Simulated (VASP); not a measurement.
Write the native input for VASP 6.6.1 that does the following.

| Item | Value |
| --- | --- |
| Task | relaxation of cell and atoms |
| Functional | PBE |
| Potentials or basis | VASP PAW PBE potentials, release 64 (Sb, Bi_d) |
| Cutoff | 600 eV |
| k mesh | 10 × 10 × 10 |
| Occupations | gaussian, width 0.1 eV |
| Spin | no spin polarisation |
| Dipole correction | no |
| Further INCAR settings | ALGO = Fast; EDIFF = 1e-06; IBRION = 2; EDIFFG = -0.01; NSW = 100; ISIF = 3 |

The structure of BiSb3 lies in POSCAR:

```
BiSb3
1.0
    4.8169844837      0.0000000000      0.0000000000
    0.0000000000      4.8169844837      0.0000000000
    0.0000000000      0.0000000000      4.8169844837
Sb Bi
3 1
Direct
    0.0000000000      0.5000000000      0.5000000000
    0.5000000000      0.0000000000      0.5000000000
    0.5000000000      0.5000000000      0.0000000000
    0.0000000000      0.0000000000      0.0000000000
```

The input as run:

INCAR

```
SYSTEM = BiSb3
  PREC = Accurate
  ENCUT = 600
  EDIFF = 1E-6
  ISMEAR = 0
  SIGMA = 0.1
  LREAL = .False.
  LASPH = .True.
  NELM = 80
  ALGO = Fast
  ISIF = 3
  LWAVE = .False.
  LCHARG = .False.
  GGA = PE
  IBRION = 2
  NSW = 100
  EDIFFG = -0.01
```

KPOINTS

```
regular mesh
0
Gamma
  10 10 10
  0 0 0
```

Potentials or basis: VASP PAW PBE potentials, release 64 (Sb, Bi_d).

Run with:

```console
$ cat potpaw_PBE.64/Sb/POTCAR potpaw_PBE.64/Bi_d/POTCAR > POTCAR
$ mpirun -np 1 vasp_std > vasp.out
```

Results of the run:

```
Relaxed volume                        : 28.56 Å³/atom
Relaxed cell                          : a = 4.852 Å, b = 4.852 Å, c = 4.852 Å, α = 90.00°, β = 90.00°, γ = 90.00°
Space group after relaxing (to 0.1 Å) : Pm-3m (No. 221)
Energy gained by relaxing             : 2.5 meV/atom
Ionic steps                           : 3
Pressure after relaxing               : 0.0 GPa
Band gap on the k mesh                : zero (bands 15 and 16 overlap by 4.55 eV)
```

Caveat: spin-orbit coupling is left out, which moves the levels of the heavy elements.

Run time: 6.3 min on 1 thread of Oxide Virtual Turin-like Processor, with other jobs on the host, peak memory 0.31 GiB.
